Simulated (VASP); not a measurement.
Here is a VASP 6.6.1 calculation.

Contents of INCAR:

```
PREC = Accurate
ENCUT = 600
EDIFF = 1E-6
ISMEAR = 0
SIGMA = 0.1
LREAL = False
LASPH = True
NELM = 100
ALGO = Normal
ISIF = 3
LWAVE = False
LCHARG = False
GGA = PE
IBRION = 2
NSW = 90
EDIFFG = -0.04
```

The input KPOINTS:

```
Automatic mesh
0
Gamma
  6 6 2
```

POSCAR

```
ZnO
1.0
    2.8629880900      0.0000000000      0.0000000000
   -1.4314940500      2.4794204200      0.0000000000
    0.0000000000      0.0000000000      9.3741897800
Zn O
4 4
Direct
    0.6666666700      0.3333333300      0.8440196800
    0.3333333300      0.6666666700      0.3440196800
    0.0000000000      0.0000000000      0.5940721300
    0.0000000000      0.0000000000      0.0940721300
    0.6666666700      0.3333333300      0.6559803200
    0.3333333300      0.6666666700      0.1559803200
    0.0000000000      0.0000000000      0.4059278700
    0.0000000000      0.0000000000      0.9059278700
```

Potentials or basis: VASP PAW PBE potentials, release 64 (Zn, O).

Command:

```sh
$ cat potpaw_PBE.64/Zn/POTCAR potpaw_PBE.64/O/POTCAR > POTCAR
$ mpirun -np 1 vasp_std > vasp.out
```

(1) Predict the band gap on the k mesh.

(2) What does it give for the space group after relaxing (to 0.05 Å)?

## Answers

(1) 0.66 eV, direct.

(2) P6_3mc (No. 186).

Caveat: the k points lie up to 0.37 Å⁻¹ apart in the final cell.
